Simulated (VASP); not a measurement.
# Ir (Fm-3m) in VASP: single point with PBEsol

Aim: the single point of Ir with PBEsol.

Everything below comes from runs of VASP 6.6.1. Logs are shortened: lines on timing, memory, paths and dates and some standing lists are left out, and cuts for length are marked.

### Step 1. The cell of the first run

Symmetry: Fm-3m, No. 225, cubic system. Conventional cell: a = 3.835 Å, b = 3.835 Å, c = 3.835 Å, α = 90.00°, β = 90.00°, γ = 90.00°. Ir (site symmetry m-3m) has 12 Ir at 2.71 Å within 3.6 Å.

### Step 2. Single point, PBEsol

Input file INCAR:

```
SYSTEM = Ir
ALGO = Normal ; EDIFF = 1E-6
ENCUT = 520 ; GGA = PS
ISIF = 2 ; ISMEAR = 1
LASPH = .TRUE. ; LCHARG = .FALSE.
LREAL = .FALSE. ; LWAVE = .FALSE.
NBANDS = 10 ; NELM = 100
PREC = Accurate ; SIGMA = 0.05
```

Input file KPOINTS:

```
k-points
0
G
  8 8 8
  0 0 0
```

Input file POSCAR:

```
Ir
1.0
    0.0000000000      1.9174386601      1.9174386601
    1.9174386601      0.0000000000      1.9174386601
    1.9174386601      1.9174386601      0.0000000000
Ir
1
Direct
    0.0000000000      0.0000000000      0.0000000000
```

Potentials or basis: VASP PAW PBE potentials, release 64 (Ir).

Launch:

```sh
$ cat potpaw_PBE.64/Ir/POTCAR > POTCAR
$ mpirun -np 1 vasp_std > vasp.out
```

OUTCAR:

```text
SYSTEM = Ir
   EDIFF = 1E-6
   ENCUT = 520
   GGA = PS
   ISIF = 2
   ISMEAR = 1
   LASPH = .TRUE.
   LREAL = .FALSE.
   NELM = 100
   PREC = Accurate

 ion  position               nearest neighbor table
   1  0.000  0.000  0.000-

  LATTYP: Found a face centered cubic cell.
 ALAT       =     3.8348773202

  Lattice vectors:

 A1 = (   0.0000000000,   1.9174386601,   1.9174386601)
 A2 = (   1.9174386601,   0.0000000000,   1.9174386601)
 A3 = (   1.9174386601,   1.9174386601,   0.0000000000)

Analysis of symmetry for initial positions (statically):
=====================================================================
 Subroutine PRICEL returns:
 Original cell was already a primitive cell.

 Routine SETGRP: Setting up the symmetry group for a
 face centered cubic supercell.

 Subroutine GETGRP returns: Found 48 space group operations
 (whereof 48 operations were pure point group operations)
 out of a pool of 48 trial point group operations.

The static configuration has the point symmetry O_h .

Analysis of symmetry for dynamics (positions and initial velocities):
=====================================================================
 Subroutine PRICEL returns:
 Original cell was already a primitive cell.

 Routine SETGRP: Setting up the symmetry group for a
 face centered cubic supercell.

 Subroutine GETGRP returns: Found 48 space group operations
 (whereof 48 operations were pure point group operations)
 out of a pool of 48 trial point group operations.

The dynamic configuration has the point symmetry O_h .

 Subroutine INISYM returns: Found 48 space group operations
 (whereof 48 operations are pure point group operations),
 and found     1 'primitive' translations

----------------------------------------------------------------------------------------

                                     Primitive cell

  volume of cell :      14.0992

  direct lattice vectors                    reciprocal lattice vectors
     0.000000000  1.917438660  1.917438660    -0.260764535  0.260764535  0.260764535
     1.917438660  0.000000000  1.917438660     0.260764535 -0.260764535  0.260764535
     1.917438660  1.917438660  0.000000000     0.260764535  0.260764535 -0.260764535

  length of vectors
     2.711667758  2.711667758  2.711667758     0.451657423  0.451657423  0.451657423

  position of ions in fractional coordinates (direct lattice)
     0.000000000  0.000000000  0.000000000
[... 79 lines left out ...]
   NSW    =      0    number of steps for IOM
   IBRION =     -1    ionic relax: 0-MD 1-quasi-New 2-CG
   NFREE  =      0    steps in history (QN), initial steepest desc. (CG)
   ISIF   =      2    stress and relaxation
   ISYM   =      2    0-nonsym 1-usesym 2-fastsym
   POTIM  = 0.5000    time-step for ionic-motion
   TEBEG  =    0.0;   TEEND  =   0.0 temperature during run
   PSTRESS=    0.0 pullay stress
   NELECT =       9.0000    total number of electrons
   NUPDOWN=      -1.0000    fix difference up-down
   EMIN   =  10.00;   EMAX   =-10.00  energy-range for DOS
   EFERMI =   0.00;   METHOD = LEGACY
   ISMEAR =     1;   SIGMA  =   0.05  broadening in eV -4-tet -1-fermi 0-gaus
   EFERMI_NEDOS =   21; number of points for ismear=-14 and -15
   IALGO  =     38    algorithm
   IMIX   =      4    mixing-type and parameters
     AMIX     =   0.40;   BMIX     =  1.00
     AMIX_MAG =   1.60;   BMIX_MAG =  1.00
  volume/ion in A,a.u.               =      14.10        95.15
  Fermi-wavevector in a.u.,A,eV,Ry     =   1.409584  2.663727 27.033771  1.986926
  Thomas-Fermi vector in A             =   2.531625
   LORBIT       =      0    0 simple, 1 ext, 2 COOP (PROOUT), +10 PAW based schemes
   GGA     = PS    functional components
   LHFCALC =     F    Hartree Fock is set to
   AEXX    =    0.0000 exact exchange contribution
   IVDW    =     0    specifies the selected vdW correction
   LEPSILON=     F    determine dielectric tensor
   LRPA    =     F    only Hartree local field effects (RPA)
 non-spin polarized calculation
 Methfessel and Paxton  Order N= 1 SIGMA  =   0.05
  energy-cutoff  :      520.00
  volume of cell :       14.10
 maximum number of plane-waves:       392
   NGX =  9   NGY =  9   NGZ =  9

 number of electron       9.0000000 magnetization

 Free energy of the ion-electron system (eV)
  ---------------------------------------------------
  ext. energy  EPLUGINS =         0.00000000
  ---------------------------------------------------
  free energy    TOTEN  =        -9.74166630 eV

  energy without entropy =       -9.74183609  energy(sigma->0) =       -9.74172289

 E-fermi :  10.3682     XC(G=0): -14.1200

 val. band max:       10.3210739434   @ k =  -0.3750   0.1250   0.0000
 cond. band min:      10.3846793914   @ k =  -0.3750   0.2500   0.0000
 fundamental gap:      0.0636054480
 Fermi energy:        10.3681933742

 k-point     1 :       0.0000    0.0000    0.0000
  band No.  band energies     occupation
      1      -0.9230      2.00000
      2       6.3819      2.00000
      3       6.3819      2.00000
      4       6.3819      2.00000
      5       9.1302      2.00000
      6       9.1302      2.00000
      7      24.5988      0.00000
      8      30.2193      0.00000
      9      30.2193      0.00000
     10      30.2193      0.00000
[... 287 lines left out ...]
 k-point    24 :      -0.3750    0.2500    0.1250
  band No.  band energies     occupation
      1       3.6118      2.00000
      2       5.0339      2.00000
      3       6.6488      2.00000
      4       7.7148      2.00000
      5      10.8953     -0.00000
      6      15.4752      0.00000
      7      16.9643      0.00000
      8      26.0572      0.00000
      9      26.2115      0.00000
     10      30.1220      0.00000

 [... further k-points ...]

------------------------ aborting loop because EDIFF is reached ----------------------------------------

  FORCE on cell =-STRESS in cart. coord.  units (eV):
  Direction    XX          YY          ZZ          XY          YZ          ZX
  --------------------------------------------------------------------------------------
  -------------------------------------------------------------------------------------
  Total        0.0885247      0.0885247      0.0885247     -0.0000000     -0.0000000      0.0000000
  in kB       10.0596002     10.0596002     10.0596002     -0.0000000     -0.0000000      0.0000000
  external PRESSURE =      10.0596002 kB  Pullay stress =       0.0000000 kB

 VOLUME and BASIS-vectors are now :
 -----------------------------------------------------------------------------
  energy-cutoff  :      520.00
  volume of cell :       14.10
      direct lattice vectors                 reciprocal lattice vectors
     0.000000000  1.917438660  1.917438660    -0.260764535  0.260764535  0.260764535
     1.917438660  0.000000000  1.917438660     0.260764535 -0.260764535  0.260764535
     1.917438660  1.917438660  0.000000000     0.260764535  0.260764535 -0.260764535

 POSITION                                       TOTAL-FORCE (eV/Angst)
 -----------------------------------------------------------------------------------
      0.00000      0.00000      0.00000         0.000000     -0.000000     -0.000000
 -----------------------------------------------------------------------------------
    total drift:                                0.000000      0.000000      0.000000

  FREE ENERGIE OF THE ION-ELECTRON SYSTEM (eV)
  ---------------------------------------------------
  free  energy   TOTEN  =        -9.7416662967 eV

  energy  without entropy=       -9.7418360854  energy(sigma->0) =       -9.74172289
```

Wall time 2.5 s (1 thread of Intel Xeon 6975P-C, shared host); peak memory 0.13 GiB.

Results:

```
Free energy : -9.7417 eV
Pressure    : 1.0 GPa
```

Caveat: the PAW data sets were made with another functional, which shifts forces and pressure a little; spin-orbit coupling is left out, which moves the levels of the heavy elements.
